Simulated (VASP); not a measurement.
The system is Tl.

```xyz
1
Lattice="-1.6126 1.6126 1.6126 1.6126 -1.6126 1.6126 1.6126 1.6126 -1.6126" Properties=species:S:1:pos:R:3 pbc="T T T"
Tl    0.0000    0.0000    0.0000
```

| Quantity | Value |
| --- | --- |
| Program | VASP 6.6.1 |
| Task | relaxation of cell and atoms |
| Functional | PBEsol |
| Potentials or basis | VASP PAW PBE potentials, release 64 (Tl_d) |
| Cutoff | 600 eV |
| k mesh | 8 × 8 × 8 |
| Occupations | gaussian, width 0.1 eV |
| Spin | no spin polarisation |

At the start: pressure 83.6 GPa; volume 16.77 Å³/atom.

Question: How do energy, volume and symmetry change on relaxing?

Answer: Over 3 steps the energy falls by 1759.1 meV/atom and the volume is 28.79 Å³/atom (+71.7 %); space group Im-3m (No. 229, to 0.05 Å).

Step by step:
```
step  energy change (eV)  largest force (eV/Å)  pressure (GPa)  volume (Å³)
   1              0.0000                0.0000           83.55        16.77
   2             -1.2390                0.0000           -4.94        48.23
   3             -1.7591                0.0000            0.04        28.79
```

Final structure:
```
CELL_PARAMETERS angstrom
-1.93082 1.93082 1.93082
1.93082 -1.93082 1.93082
1.93082 1.93082 -1.93082
ATOMIC_POSITIONS crystal
Tl 0.00000 0.00000 0.00000
```

Caveat: the volume moved by over 15 % at a fixed basis, so the end points are rough; the PAW data sets were made with another functional, which shifts forces and pressure a little.
